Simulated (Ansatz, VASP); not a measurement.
## One calculation of FePt, two programs

```xyz
2
Lattice="2.7415 0.0000 0.0000 0.0000 2.7415 0.0000 0.0000 0.0000 3.7446" Properties=species:S:1:pos:R:3 pbc="T T T"
Pt    1.3708    1.3708    1.8723
Fe    0.0000    0.0000    0.0000
```

Alike in both runs: task single point; functional LDA; k mesh 10 × 10 × 7; occupations fermi-dirac, width 0.05 eV; collinear spin.

|  | VASP | Ansatz |
| --- | --- | --- |
| version | VASP 6.6.1 | Ansatz 0.2.0 |
| potentials or method | VASP PAW LDA potentials, release 64 (Pt, Fe) | JTH PAW LDA |
| plane-wave cutoff (eV) | 520 | 1320 |
| valence electrons in the cell | 18 | 26 |

Ansatz gave:

- gap on the k mesh at the Fermi level (eV): none
- pressure (GPa): -16.2
- traceless stress, the component that is largest in VASP (GPa): 0.65
- net moment per atom (μB): 1.63
- size of the moment on the site where the two differ most (μB): 2.90

What did VASP give for the same quantities?

gap on the k mesh at the Fermi level (eV): none; pressure (GPa): -16.3; traceless stress, the component that is largest in VASP (GPa): 0.91; net moment per atom (μB): 1.61; size of the moment on the site where the two differ most (μB): 2.82.

LDA's correlation is that of Perdew and Zunger in VASP and of Perdew and Wang (1992) in Ansatz. Site moments also hang on the region over which each program counts them. A gap of «none» marks a metal or a gap that the smearing closes. VASP's potentials hold 18 valence electrons a cell and Ansatz's 26, so a difference there can come from the potentials and not from the codes.

Neither program's run includes spin-orbit coupling.
